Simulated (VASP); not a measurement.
# SnO2 (C2/m) in VASP: a series of runs

The runs below take SnO2 through single point, with PBE+D3(BJ).

Everything below comes from runs of VASP 6.6.1. Logs are shortened: lines on timing, memory, paths and dates and some standing lists are left out, and cuts for length are marked.

### 1 The cell of the first run

The structure is monoclinic, space group C2/m (No. 12). Conventional cell: a = 5.607 Å, b = 3.237 Å, c = 12.675 Å, α = 90.00°, β = 95.08°, γ = 90.00°. Within 2.8 Å of Sn (site symmetry 2/m) lie 6 O at 2.12 Å. Sn (site symmetry m) has 6 O at 2.12 Å within 2.8 Å. Within 2.8 Å of O (site symmetry m) lie 3 Sn at 2.12 Å and 3 O at 2.72 Å. O (site symmetry m) has 3 Sn at 2.12 Å and 4 O at 2.19 to 2.72 Å within 2.8 Å. O (site symmetry m) has 3 Sn at 2.12 Å and 3 O at 2.72 Å within 2.8 Å.

### 2 Single point, PBE+D3(BJ)

INCAR

```
SYSTEM = SnO2
  ALGO = Normal
  EDIFF = 1E-6
  ENCUT = 520
  GGA = PE
  ISIF = 2
  ISMEAR = 0
  IVDW = 12
  LASPH = .TRUE.
  LCHARG = .FALSE.
  LREAL = .FALSE.
  LWAVE = .FALSE.
  NBANDS = 49
  NELM = 80
  PREC = Accurate
  SIGMA = 0.05
```

KPOINTS

```
k-points
0
G
  9 9 2
  0 0 0
```

POSCAR

```
SnO2
1.0
   -3.2372529198      0.0000000000      0.0000000000
   -1.6186264599     -2.8035432670      0.0000000000
   -3.8847035037     -2.2428346137     12.6254773976
Sn O
3 6
Direct
    0.2587597714      0.2587597714      0.5098836190
    0.8640400998     -0.1359599002      0.1699498752
   -0.3465205569     -0.3465205569      0.8498173628
    0.4679413849      0.4679413849      0.2484066022
    0.2573807282     -0.7426192718      0.9282740898
   -0.1373389434     -0.1373389434      0.5883403460
    0.0495781579      0.0495781579      0.7713606359
    0.6548584863     -0.3451415137      0.4314268921
    0.2601388147      0.2601388147      0.0914931483
```

Potentials or basis: VASP PAW PBE potentials, release 64 (Sn_d, O).

Command:

```sh
$ cat potpaw_PBE.64/Sn_d/POTCAR potpaw_PBE.64/O/POTCAR > POTCAR
$ mpirun -np 1 vasp_std > vasp.out
```

OUTCAR:

```text
SYSTEM = SnO2
   EDIFF = 1E-6
   ENCUT = 520
   GGA = PE
   ISIF = 2
   ISMEAR = 0
   IVDW = 12
   LASPH = .TRUE.
   LREAL = .FALSE.
   NELM = 80
   PREC = Accurate
 IVDW          = 12

 ion  position               nearest neighbor table
   1  0.259  0.259  0.510-   8 2.12   8 2.12   6 2.12   8 2.12   6 2.12   6 2.12
   2  0.864  0.864  0.170-   9 2.12   9 2.12   9 2.12   4 2.12   4 2.12   4 2.12
   3  0.653  0.653  0.850-   7 2.12   7 2.12   7 2.12   5 2.12   5 2.12   5 2.12
   4  0.468  0.468  0.248-   2 2.12   2 2.12   2 2.12
   5  0.257  0.257  0.928-   3 2.12   3 2.12   3 2.12
   6  0.863  0.863  0.588-   1 2.12   1 2.12   1 2.12
   7  0.050  0.050  0.771-   3 2.12   3 2.12   3 2.12
   8  0.655  0.655  0.431-   1 2.12   1 2.12   1 2.12
   9  0.260  0.260  0.091-   2 2.12   2 2.12   2 2.12

  LATTYP: Found a base centered monoclinic cell.
 ALAT       =     5.6070865340
 B/A-ratio  =     0.5773502692
 C/A-ratio  =     2.2605648434
 COS(beta)  =    -0.0884734630

  Lattice vectors:

 A1 = (  -3.2372529198,   0.0000000000,   0.0000000000)
 A2 = (  -1.6186264599,  -2.8035432670,   0.0000000000)
 A3 = (   0.9711758760,   0.5607086533,  12.6254773976)

Analysis of symmetry for initial positions (statically):
=====================================================================
 Subroutine PRICEL returns:
 Original cell was already a primitive cell.

 Routine SETGRP: Setting up the symmetry group for a
 base centered monoclinic supercell.

 Subroutine GETGRP returns: Found  4 space group operations
 (whereof  2 operations were pure point group operations)
 out of a pool of  4 trial point group operations.

The static configuration has the point symmetry C_1h.
 The point group associated with its full space group is C_2h.

Analysis of symmetry for dynamics (positions and initial velocities):
=====================================================================
 Subroutine PRICEL returns:
 Original cell was already a primitive cell.

 Routine SETGRP: Setting up the symmetry group for a
 base centered monoclinic supercell.

 Subroutine GETGRP returns: Found  4 space group operations
 (whereof  2 operations were pure point group operations)
 out of a pool of  4 trial point group operations.

The dynamic configuration has the point symmetry C_1h.
 The point group associated with its full space group is C_2h.

 Subroutine INISYM returns: Found  4 space group operations
 (whereof  2 operations are pure point group operations),
 and found     1 'primitive' translations

----------------------------------------------------------------------------------------

                                     Primitive cell

  volume of cell :     114.5860

  direct lattice vectors                    reciprocal lattice vectors
    -3.237252920  0.000000000  0.000000000    -0.308903884  0.178345741 -0.063363941
    -1.618626460 -2.803543267  0.000000000     0.000000000 -0.356691481 -0.063363941
    -3.884703504 -2.242834614 12.625477398     0.000000000  0.000000000  0.079204926

  length of vectors
     3.237252920  3.237252920 13.398653213     0.362275864  0.362275864  0.079204926

  position of ions in fractional coordinates (direct lattice)
     0.258759771  0.258759771  0.509883619
     0.864040100  0.864040100  0.169949875
     0.653479443  0.653479443  0.849817363
     0.467941385  0.467941385  0.248406602
     0.257380728  0.257380728  0.928274090
     0.862661057  0.862661057  0.588340346
     0.049578158  0.049578158  0.771360636
     0.654858486  0.654858486  0.431426892
     0.260138815  0.260138815  0.091493148

  ion indices of the primitive-cell ions
   primitive index   ion index
                 1           1
                 2           2
                 3           3
                 4           4
                 5           5
                 6           6
                 7           7
                 8           8
                 9           9

----------------------------------------------------------------------------------------

 KPOINTS: k-points

Automatic generation of k-mesh.
 Grid dimensions read from file:
 generate k-points for:    9    9    2

 Generating k-lattice:

  Cartesian coordinates                     Fractional coordinates (reciprocal lattice)
    -0.034322654  0.019816193 -0.007040438     0.111111111  0.000000000  0.000000000
     0.000000000 -0.039632387 -0.007040438     0.000000000  0.111111111  0.000000000
     0.000000000  0.000000000  0.039602463     0.000000000  0.000000000  0.500000000

  Length of vectors
     0.040252874  0.040252874  0.039602463

  Shift w.r.t. Gamma in fractional coordinates (k-lattice)
     0.000000000  0.000000000  0.000000000

 Subroutine IBZKPT returns following result:
 ===========================================

 Found     50 irreducible k-points:

 Following reciprocal coordinates:
            Coordinates               Weight
  0.000000  0.000000  0.000000      1.000000
  0.111111  0.000000  0.000000      4.000000
  0.222222 -0.000000 -0.000000      4.000000
  0.333333  0.000000  0.000000      4.000000
  0.444444 -0.000000 -0.000000      4.000000
  0.111111  0.111111  0.000000      2.000000
[... 16 lines left out ...]
 -0.333333  0.333333 -0.000000      2.000000
  0.444444  0.444444  0.000000      2.000000
 [... further k-points ...]
   k-points           NKPTS =     50   k-points in BZ     NKDIM =     50   number of bands    NBANDS=     49
   number of dos      NEDOS =    301   number of ions     NIONS =      9
   total plane-waves  NPLWV =  57600
   dimension x,y,z NGX =    24 NGY =   24 NGZ =  100
   dimension x,y,z NGXF=    48 NGYF=   48 NGZF=  200
   ions per type =               3   6
   NGX,Y,Z   is equivalent  to a cutoff of  12.32, 12.32, 12.41 a.u.
   NGXF,Y,Z  is equivalent  to a cutoff of  24.65, 24.65, 24.82 a.u.
 SYSTEM =  SnO2
   PREC   = accura    normal or accurate (medium, high low for compatibility)
   ISTART =      0    job   : 0-new  1-cont  2-samecut
   ICHARG =      2    charge: 1-file 2-atom 10-const
   ISPIN  =      1    spin polarized calculation?
   LNONCOLLINEAR =      F non collinear calculations
   LSORBIT =      F    spin-orbit coupling
   LASPH  =      T    aspherical Exc in radial PAW
   ENCUT  =  520.0 eV  38.22 Ry    6.18 a.u.   6.02  6.02 24.91*2*pi/ulx,y,z
   NELM   =     80;   NELMIN=  2; NELMDL= -5     # of ELM steps
   EDIFF  = 0.1E-05   stopping-criterion for ELM
   LREAL  =      F    real-space projection
   EDIFFG = 0.1E-04   stopping-criterion for IOM
   NSW    =      0    number of steps for IOM
   IBRION =     -1    ionic relax: 0-MD 1-quasi-New 2-CG
   NFREE  =      0    steps in history (QN), initial steepest desc. (CG)
   ISIF   =      2    stress and relaxation
   ISYM   =      2    0-nonsym 1-usesym 2-fastsym
   POTIM  = 0.5000    time-step for ionic-motion
   TEBEG  =    0.0;   TEEND  =   0.0 temperature during run
   PSTRESS=    0.0 pullay stress
   NELECT =      78.0000    total number of electrons
   NUPDOWN=      -1.0000    fix difference up-down
   EMIN   =  10.00;   EMAX   =-10.00  energy-range for DOS
   EFERMI =   0.00;   METHOD = LEGACY
   ISMEAR =     0;   SIGMA  =   0.05  broadening in eV -4-tet -1-fermi 0-gaus
   EFERMI_NEDOS =   21; number of points for ismear=-14 and -15
   IALGO  =     38    algorithm
   IMIX   =      4    mixing-type and parameters
     AMIX     =   0.40;   BMIX     =  1.00
     AMIX_MAG =   1.60;   BMIX_MAG =  1.00
  volume/ion in A,a.u.               =      12.73        85.92
  Fermi-wavevector in a.u.,A,eV,Ry     =   1.440110  2.721414 28.217368  2.073918
  Thomas-Fermi vector in A             =   2.558891
   LORBIT       =      0    0 simple, 1 ext, 2 COOP (PROOUT), +10 PAW based schemes
   GGA     = PE    functional components
   LHFCALC =     F    Hartree Fock is set to
   AEXX    =    0.0000 exact exchange contribution
   IVDW    =    12    specifies the selected vdW correction
   LEPSILON=     F    determine dielectric tensor
   LRPA    =     F    only Hartree local field effects (RPA)
 non-spin polarized calculation
 Gauss-broadening in eV      SIGMA  =   0.05
  energy-cutoff  :      520.00
  volume of cell :      114.59
 maximum number of plane-waves:      3128
   NGX = 13   NGY = 13   NGZ = 49

 number of electron      78.0000019 magnetization

 Free energy of the ion-electron system (eV)
  ---------------------------------------------------
  ext. energy  EPLUGINS =         0.00000000
  ---------------------------------------------------
  free energy    TOTEN  =       -53.80998915 eV

  energy without entropy =      -53.80998915  energy(sigma->0) =      -53.80998915

 E-fermi :   5.9803     XC(G=0): -10.8539

 val. band max:        5.7712924564   @ k =  -0.2222   0.2222   0.0000
 cond. band min:       6.6489772388   @ k =   0.0000   0.0000   0.0000
 fundamental gap:      0.8776847823
 Fermi energy:         5.9803443048

 k-point     1 :       0.0000    0.0000    0.0000
  band No.  band energies     occupation
      1     -15.1330      2.00000
      2     -15.1232      2.00000
      3     -15.0566      2.00000
      4     -14.8711      2.00000
      5     -14.8711      2.00000
      6     -14.8706      2.00000
[... 41 lines left out ...]
     48      15.9003      0.00000
     49      16.0000      0.00000

 k-point     2 :       0.1111    0.0000    0.0000
  band No.  band energies     occupation
      1     -15.0912      2.00000
      2     -15.0817      2.00000
      3     -15.0143      2.00000
      4     -14.9718      2.00000
      5     -14.9615      2.00000
      6     -14.9037      2.00000
[... 41 lines left out ...]
     48      15.5788      0.00000
     49      16.1621      0.00000

 k-point     3 :       0.2222   -0.0000   -0.0000
  band No.  band energies     occupation
      1     -15.2725      2.00000
      2     -15.2447      2.00000
      3     -15.1902      2.00000
      4     -14.9314      2.00000
      5     -14.9249      2.00000
      6     -14.8568      2.00000
[... 1081 lines left out ...]
     48      15.2178      0.00000
     49      15.6411      0.00000

 k-point    24 :       0.4444    0.4444    0.0000
  band No.  band energies     occupation
      1     -15.6826      2.00000
      2     -15.6355      2.00000
      3     -15.5907      2.00000
      4     -14.8415      2.00000
      5     -14.8374      2.00000
      6     -14.7938      2.00000
[... 41 lines left out ...]
     48      15.6416      0.00000
     49      16.3063      0.00000

 [... further k-points ...]

------------------------ aborting loop because EDIFF is reached ----------------------------------------

 Edisp (eV)   -1.85251

 E8    (eV) :    -0.7381

  FORCE on cell =-STRESS in cart. coord.  units (eV):
  Direction    XX          YY          ZZ          XY          YZ          ZX
  --------------------------------------------------------------------------------------
  -------------------------------------------------------------------------------------
  Total       1.00328     0.31646     5.54070     0.59481    -1.08106    -1.87245
  in kB      14.02821     4.42478    77.47184     8.31682   -15.11573   -26.18121
  external pressure =       31.97 kB  Pullay stress =        0.00 kB

 VOLUME and BASIS-vectors are now :
 -----------------------------------------------------------------------------
  energy-cutoff  :      520.00
  volume of cell :      114.59
      direct lattice vectors                 reciprocal lattice vectors
    -3.237252920  0.000000000  0.000000000    -0.308903884  0.178345741 -0.063363941
    -1.618626460 -2.803543267  0.000000000     0.000000000 -0.356691481 -0.063363941
    -3.884703504 -2.242834614 12.625477398     0.000000000  0.000000000  0.079204926

 POSITION                                       TOTAL-FORCE (eV/Angst)
 -----------------------------------------------------------------------------------
     -3.23725     -1.86903      6.43752        -0.000000      0.000000      0.000000
     -4.85588     -2.80354      2.14570        -0.009209     -0.005317      0.561849
     -6.47451     -3.73806     10.72935         0.009209      0.005317     -0.561849
     -3.23725     -1.86903      3.13625        -0.036660     -0.021166      0.047071
     -4.85588     -2.80354     11.71990         0.778875      0.449684     -1.484444
     -6.47451     -3.73806      7.42808         0.000663      0.000383      0.058035
     -3.23725     -1.86903      9.73880         0.036660      0.021166     -0.047071
     -4.85588     -2.80354      5.44697        -0.000663     -0.000383     -0.058035
     -1.61863     -0.93451      1.15514        -0.778875     -0.449684      1.484444
 -----------------------------------------------------------------------------------
    total drift:                                0.000017      0.000010      0.000039

  FREE ENERGIE OF THE ION-ELECTRON SYSTEM (eV)
  ---------------------------------------------------
  free  energy   TOTEN  =       -55.6624950949 eV

  energy  without entropy=      -55.6624950949  energy(sigma->0) =      -55.66249509
```

Run time: 3.5 min. Hardware: 1 thread of Intel Xeon Platinum 8375C at 2.90GHz (Ice Lake), shared host; peak memory 0.36 GiB.

What came out:

```yaml
Free_energy: -55.6625 eV
Pressure: 3.2 GPa
Largest_force: 1.736 eV/Å
Band_gap_on_the_k_mesh: 0.88 eV, indirect (least direct gap 1.13 eV)
Dispersion_energy_per_atom: -0.206 eV
```

Forces in eV/Å, atoms in the order of the input:
```
Sn   0.000  0.000  0.000
Sn  -0.009 -0.005  0.562
Sn   0.009  0.005 -0.562
O   -0.037 -0.021  0.047
O    0.779  0.450 -1.484
O    0.001  0.000  0.058
O    0.037  0.021 -0.047
O   -0.001  0.000 -0.058
O   -0.779 -0.450  1.484
```

Caveat: spin-orbit coupling is left out, which moves the levels of the heavy elements; forces of over 1 eV/Å act on the atoms, so gaps and moduli don't describe the material at rest. PBE gaps usually lie below the measured ones, often by a third to a half.

(Part 1 of 2 ends here.)
